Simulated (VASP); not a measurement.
# InSb3 in VASP: a series of runs

InSb3 is run at these levels: PBEsol, PBE; tasks: relaxation of cell and atoms, single point.

Program: VASP 6.6.1. These are calculated values, not measurements. Logs are shortened: lines on timing, memory, paths and dates and some standing lists are left out, and cuts for length are marked.

## (1) The cell of the first run

The structure is cubic, space group Pm-3m (No. 221). Conventional cell: a = 4.806 Å, b = 4.806 Å, c = 4.806 Å, α = 90.00°, β = 90.00°, γ = 90.00°. Within 4.5 Å of Sb (site symmetry 4/mmm) lie 8 Sb at 3.40 Å and 4 In at 3.40 Å. In (site symmetry m-3m) has 12 Sb at 3.40 Å within 4.5 Å.

## (2) Relaxation of cell and atoms, PBEsol, target pressure 20 GPa, at which the enthalpy is minimised

The input, INCAR:

```
SYSTEM = InSb3
PREC = Accurate ; ENCUT = 600
EDIFF = 1E-7 ; ISMEAR = -1
SIGMA = 0.05 ; LREAL = .FALSE.
LASPH = .TRUE. ; NELM = 80
ALGO = Normal ; ISIF = 3
LWAVE = .FALSE. ; LCHARG = .FALSE.
GGA = PS ; IBRION = 2
NSW = 80 ; EDIFFG = -0.02
PSTRESS = 200.0
```

The input, KPOINTS:

```
regular mesh
0
G
  6 6 6
  0 0 0
```

The input, POSCAR:

```
InSb3
1.0
    4.8063670000      0.0000000000      0.0000000000
    0.0000000000      4.8063670000      0.0000000000
    0.0000000000      0.0000000000      4.8063670000
Sb In
3 1
Direct
    0.5000000000      0.5000000000      0.0000000000
    0.0000000000      0.5000000000      0.5000000000
    0.5000000000      0.0000000000      0.5000000000
    0.0000000000      0.0000000000      0.0000000000
```

Potentials or basis: VASP PAW PBE potentials, release 64 (Sb, In_d).

On the command line:

```
> cat potpaw_PBE.64/Sb/POTCAR potpaw_PBE.64/In_d/POTCAR > POTCAR
> mpirun -np 1 vasp_std > vasp.out
```

OUTCAR:

```text
SYSTEM = InSb3
   PREC = Accurate
   ENCUT = 600
   EDIFF = 1E-7
   ISMEAR = -1
   LREAL = .FALSE.
   LASPH = .TRUE.
   NELM = 80
   ISIF = 3
   GGA = PS
   IBRION = 2
   NSW = 80
   EDIFFG = -0.02
   PSTRESS = 200.0

 ion  position               nearest neighbor table
   1  0.500  0.500  0.000-   2 3.40   3 3.40   4 3.40   2 3.40   3 3.40   3 3.40   4 3.40   3 3.40
                             2 3.40   4 3.40   2 3.40   4 3.40
   2  0.000  0.500  0.500-   1 3.40   3 3.40   4 3.40   1 3.40   4 3.40   3 3.40   4 3.40   4 3.40
                             1 3.40   3 3.40   1 3.40   3 3.40
   3  0.500  0.000  0.500-   1 3.40   2 3.40   4 3.40   1 3.40   4 3.40   1 3.40   2 3.40   1 3.40
                             2 3.40   4 3.40   4 3.40   2 3.40
   4  0.000  0.000  0.000-   1 3.40   2 3.40   3 3.40   2 3.40   3 3.40   1 3.40   2 3.40   2 3.40
                             1 3.40   3 3.40   3 3.40   1 3.40

  LATTYP: Found a simple cubic cell.
 ALAT       =     4.8063670000

  Lattice vectors:

 A1 = (   4.8063670000,   0.0000000000,   0.0000000000)
 A2 = (   0.0000000000,   4.8063670000,   0.0000000000)
 A3 = (   0.0000000000,   0.0000000000,   4.8063670000)

Analysis of symmetry for initial positions (statically):
=====================================================================
 Subroutine PRICEL returns:
 Original cell was already a primitive cell.

 Routine SETGRP: Setting up the symmetry group for a
 simple cubic supercell.

 Subroutine GETGRP returns: Found 48 space group operations
 (whereof 48 operations were pure point group operations)
 out of a pool of 48 trial point group operations.

The static configuration has the point symmetry O_h .

Analysis of symmetry for dynamics (positions and initial velocities):
=====================================================================
 Subroutine PRICEL returns:
 Original cell was already a primitive cell.

 Routine SETGRP: Setting up the symmetry group for a
 simple cubic supercell.

 Subroutine GETGRP returns: Found 48 space group operations
 (whereof 48 operations were pure point group operations)
 out of a pool of 48 trial point group operations.

The dynamic configuration has the point symmetry O_h .

 Subroutine INISYM returns: Found 48 space group operations
 (whereof 48 operations are pure point group operations),
 and found     1 'primitive' translations

----------------------------------------------------------------------------------------

                                     Primitive cell

  volume of cell :     111.0327

  direct lattice vectors                    reciprocal lattice vectors
     4.806367000  0.000000000  0.000000000     0.208057354  0.000000000  0.000000000
     0.000000000  4.806367000  0.000000000     0.000000000  0.208057354  0.000000000
     0.000000000  0.000000000  4.806367000     0.000000000  0.000000000  0.208057354

  length of vectors
     4.806367000  4.806367000  4.806367000     0.208057354  0.208057354  0.208057354

  position of ions in fractional coordinates (direct lattice)
     0.500000000  0.500000000  0.000000000
     0.000000000  0.500000000  0.500000000
     0.500000000  0.000000000  0.500000000
     0.000000000  0.000000000  0.000000000

  ion indices of the primitive-cell ions
   primitive index   ion index
                 1           1
                 2           2
                 3           3
                 4           4

----------------------------------------------------------------------------------------

 KPOINTS: regular mesh

Automatic generation of k-mesh.
 Grid dimensions read from file:
 generate k-points for:    6    6    6

 Generating k-lattice:

  Cartesian coordinates                     Fractional coordinates (reciprocal lattice)
     0.034676226  0.000000000  0.000000000     0.166666667  0.000000000  0.000000000
     0.000000000  0.034676226  0.000000000     0.000000000  0.166666667  0.000000000
     0.000000000  0.000000000  0.034676226     0.000000000  0.000000000  0.166666667

  Length of vectors
     0.034676226  0.034676226  0.034676226

  Shift w.r.t. Gamma in fractional coordinates (k-lattice)
     0.000000000  0.000000000  0.000000000

 Subroutine IBZKPT returns following result:
 ===========================================

 Found     20 irreducible k-points:

 Following reciprocal coordinates:
            Coordinates               Weight
  0.000000  0.000000  0.000000      1.000000
  0.166667  0.000000  0.000000      6.000000
  0.333333  0.000000  0.000000      6.000000
  0.500000  0.000000  0.000000      3.000000
  0.166667  0.166667  0.000000     12.000000
  0.333333  0.166667  0.000000     24.000000
[... 12 lines left out ...]
  0.500000  0.500000  0.333333      6.000000
  0.500000  0.500000  0.500000      1.000000
   k-points           NKPTS =     20   k-points in BZ     NKDIM =     20   number of bands    NBANDS=     18
   number of dos      NEDOS =    301   number of ions     NIONS =      4
   total plane-waves  NPLWV =  64000
   dimension x,y,z NGX =    40 NGY =   40 NGZ =   40
   dimension x,y,z NGXF=    80 NGYF=   80 NGZF=   80
   ions per type =               3   1
   NGX,Y,Z   is equivalent  to a cutoff of  13.84, 13.84, 13.84 a.u.
   NGXF,Y,Z  is equivalent  to a cutoff of  27.67, 27.67, 27.67 a.u.
 SYSTEM =  InSb3
   PREC   = accura    normal or accurate (medium, high low for compatibility)
   ISTART =      0    job   : 0-new  1-cont  2-samecut
   ICHARG =      2    charge: 1-file 2-atom 10-const
   ISPIN  =      1    spin polarized calculation?
   LNONCOLLINEAR =      F non collinear calculations
   LSORBIT =      F    spin-orbit coupling
   LASPH  =      T    aspherical Exc in radial PAW
   ENCUT  =  600.0 eV  44.10 Ry    6.64 a.u.   9.60  9.60  9.60*2*pi/ulx,y,z
   NELM   =     80;   NELMIN=  2; NELMDL= -5     # of ELM steps
   EDIFF  = 0.1E-06   stopping-criterion for ELM
   LREAL  =      F    real-space projection
   EDIFFG = -.2E-01   stopping-criterion for IOM
   NSW    =     80    number of steps for IOM
   IBRION =      2    ionic relax: 0-MD 1-quasi-New 2-CG
   NFREE  =      1    steps in history (QN), initial steepest desc. (CG)
   ISIF   =      3    stress and relaxation
   ISYM   =      2    0-nonsym 1-usesym 2-fastsym
   POTIM  = 0.5000    time-step for ionic-motion
   TEBEG  =    0.0;   TEEND  =   0.0 temperature during run
   PSTRESS=  200.0 pullay stress
   NELECT =      28.0000    total number of electrons
   NUPDOWN=      -1.0000    fix difference up-down
   EMIN   =  10.00;   EMAX   =-10.00  energy-range for DOS
   EFERMI =   0.00;   METHOD = LEGACY
   ISMEAR =    -1;   SIGMA  =   0.05  broadening in eV -4-tet -1-fermi 0-gaus
   EFERMI_NEDOS =   21; number of points for ismear=-14 and -15
   IALGO  =     38    algorithm
   IMIX   =      4    mixing-type and parameters
     AMIX     =   0.40;   BMIX     =  1.00
     AMIX_MAG =   1.60;   BMIX_MAG =  1.00
  volume/ion in A,a.u.               =      27.76       187.32
  Fermi-wavevector in a.u.,A,eV,Ry     =   1.034294  1.954532 14.555018  1.069764
  Thomas-Fermi vector in A             =   2.168582
   LORBIT       =      0    0 simple, 1 ext, 2 COOP (PROOUT), +10 PAW based schemes
   GGA     = PS    functional components
   LHFCALC =     F    Hartree Fock is set to
   AEXX    =    0.0000 exact exchange contribution
   IVDW    =     0    specifies the selected vdW correction
   LEPSILON=     F    determine dielectric tensor
   LRPA    =     F    only Hartree local field effects (RPA)
 conjugate gradient relaxation of ions
 non-spin polarized calculation
  energy-cutoff  :      600.00
  volume of cell :      111.03
 maximum number of plane-waves:      3755
 NGX is ok and might be reduce to    40
   NGX = 19   NGY = 19   NGZ = 19

--------------------------------------- Ionic step        1  -------------------------------------------

 number of electron      28.0000000 magnetization

 Free energy of the ion-electron system (eV)
  ---------------------------------------------------
  ext. energy  EPLUGINS =         0.00000000
  ---------------------------------------------------
  free energy    TOTEN  =       -16.01951710 eV

  energy without entropy =      -15.99807103  energy(sigma->0) =      -16.00879406

 E-fermi :   7.6907     XC(G=0): -10.1787

 val. band max:        7.6830639363   @ k =   0.5000   0.3333   0.0000
 cond. band min:       7.7527282028   @ k =   0.1667   0.1667   0.1667
 fundamental gap:      0.0696642664
 Fermi energy:         7.6906932018

 k-point     1 :       0.0000    0.0000    0.0000
  band No.  band energies     occupation
      1      -6.7534      2.00000
      2      -6.7534      2.00000
      3      -6.7366      2.00000
      4      -6.7366      2.00000
      5      -6.7366      2.00000
      6      -4.4952      2.00000
[... 10 lines left out ...]
     17       9.4078      0.00000
     18       9.4078      0.00000
[... 548 lines left out ...]
  FREE ENERGIE OF THE ION-ELECTRON SYSTEM (eV)
  ---------------------------------------------------
  free  energy   TOTEN  =       -15.1478762763 eV

  energy  without entropy=      -15.1278780846  energy(sigma->0) =      -15.13787718

  enthalpy is  TOTEN    =        -4.3342830763 eV   P V=       10.8135932000

--------------------------------------- Ionic step        5  -------------------------------------------

 number of electron      27.9999995 magnetization

 Free energy of the ion-electron system (eV)
  ---------------------------------------------------
  ext. energy  EPLUGINS =         0.00000000
  ---------------------------------------------------
  free energy    TOTEN  =       -15.04554227 eV

  energy without entropy =      -15.02588410  energy(sigma->0) =      -15.03571319

 E-fermi :  11.1538     XC(G=0): -11.3577

 val. band max:       11.1461907738   @ k =   0.1667   0.0000   0.0000
 cond. band min:      11.1717045102   @ k =   0.5000   0.5000   0.0000
 fundamental gap:      0.0255137363
 Fermi energy:        11.1537963337

 k-point     1 :       0.0000    0.0000    0.0000
  band No.  band energies     occupation
      1      -3.5708      2.00000
      2      -3.5708      2.00000
      3      -3.5148      2.00000
      4      -3.5148      2.00000
      5      -3.5148      2.00000
      6      -3.0686      2.00000
[... 10 lines left out ...]
     17      13.2237      0.00000
     18      13.2237      0.00000
[... 419 lines left out ...]
 POSITION                                       TOTAL-FORCE (eV/Angst)
 -----------------------------------------------------------------------------------
      2.20510      2.20510     -0.00000         0.000000      0.000000      0.000000
      0.00000      2.20510      2.20510         0.000000      0.000000      0.000000
      2.20510      0.00000      2.20510         0.000000      0.000000      0.000000
      0.00000      0.00000      0.00000        -0.000000     -0.000000      0.000000
 -----------------------------------------------------------------------------------
    total drift:                               -0.000000     -0.000000     -0.000000

  FREE ENERGIE OF THE ION-ELECTRON SYSTEM (eV)
  ---------------------------------------------------
  free  energy   TOTEN  =       -15.0455422742 eV

  energy  without entropy=      -15.0258840991  energy(sigma->0) =      -15.03571319

  enthalpy is  TOTEN    =        -4.3378674395 eV   P V=       10.7076748347

 reached required accuracy - stopping structural energy minimisation
```

Run time: 5.7 min. Hardware: 1 thread of AMD EPYC 7R43 (Zen 3), shared host; peak memory 0.24 GiB.

What came out:

```yaml
Free_energy: -15.0455 eV
Relaxed_volume: 21.44 Å³/atom
Relaxed_cell: a = 4.410 Å, b = 4.410 Å, c = 4.410 Å, α = 90.00°, β = 90.00°, γ = 90.00°
Space_group_after_relaxing_to_0.05_Å: Pm-3m (No. 221)
Energy_change_on_relaxing_the_enthalpy_is_what_falls: +243.5 meV/atom
Ionic_steps: 5
Pressure_after_relaxing: 20.0 GPa
Band_gap_on_the_k_mesh: zero (band 14 reaches 16.11 eV, above the bottom of band 15 at 9.77 eV)
```

Step by step:
```tsv
step	energy change (eV)	largest force (eV/Å)	pressure (GPa)	volume (Å³)
1	0.0000	0.0000	-2.69	111.03
2	11.3742	0.0000	138.15	59.08
3	0.7256	0.0000	16.63	87.95
4	0.8716	0.0000	18.65	86.63
5	0.9740	0.0000	20.02	85.78
```

Final structure:
```
CELL_PARAMETERS angstrom
4.41020 0.00000 0.00000
0.00000 4.41020 0.00000
0.00000 0.00000 4.41020
ATOMIC_POSITIONS crystal
Sb 0.50000 0.50000 0.00000
Sb 0.00000 0.50000 0.50000
Sb 0.50000 0.00000 0.50000
In 0.00000 0.00000 0.00000
```

Levels at points of the mesh, in eV from the Fermi level:
| k point | band 12 | band 13 | band 14 | band 15 | band 16 | band 17 |
| --- | --- | --- | --- | --- | --- | --- |
| (0.00, 0.00, 0.00) | -3.63 | 0.64 | 0.64 | 0.64 | 2.07 | 2.07 |
| (0.50, 0.00, 0.00) | -2.85 | -2.85 | -1.54 | -1.35 | 2.98 | 2.98 |
| (0.50, 0.50, 0.00) | -1.61 | -1.61 | -1.38 | -1.38 | 0.02 | 0.71 |
| (0.50, 0.50, 0.50) | -6.53 | -5.45 | 4.96 | 4.96 | 5.09 | 5.09 |

Caveat: the cell is relaxed towards a set pressure, so the enthalpy falls and the energy may rise; the volume moved by over 15 % at a fixed basis, so the end points are rough; the PAW data sets were made with another functional, which shifts forces and pressure a little; spin-orbit coupling is left out, which moves the levels of the heavy elements.

[end of part 1 of 2]
